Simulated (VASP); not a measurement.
W:

```
W
1.0
     0.00000    2.03000    2.03000
     2.03000    0.00000    2.03000
     2.03000    2.03000    0.00000
W
1
Direct
  0.00000 0.00000 0.00000
```

Base run:

| Property | Result |
| --- | --- |
| Program | VASP 6.6.1 |
| Functional | r2SCAN |
| Potentials or basis | VASP PAW PBE potentials, release 64 (W_sv) |
| Cutoff | 520 eV |
| k mesh | 14 × 14 × 14 |
| Occupations | fermi-dirac, width 0.05 eV |
| Spin | no spin polarisation |

Its results: band gap on the k mesh zero (band 7 reaches 12.98 eV, above the bottom of band 8 at 9.51 eV); pressure -7.9 GPa.

Question: After a change of settings the same cell gave: band gap on the k mesh zero (band 7 reaches 13.21 eV, above the bottom of band 8 at 9.76 eV); pressure -1.7 GPa. Which change was it?
A. functional from r2SCAN to LDA; potentials or basis from VASP PAW PBE potentials, release 64 (W_sv) to VASP PAW LDA potentials, release 64 (W_sv)
B. functional from r2SCAN to PBE; further incar settings from ALGO = Normal; EDIFF = 1e-08; NBANDS = 13 to ALGO = Normal; EDIFF = 1e-06; NBANDS = 13
C. functional from r2SCAN to revPBE
D. functional from r2SCAN to PBE

Answer: C.

Caveats: the PAW data sets were made with another functional, which shifts forces and pressure a little; spin-orbit coupling is left out, which moves the levels of the heavy elements.
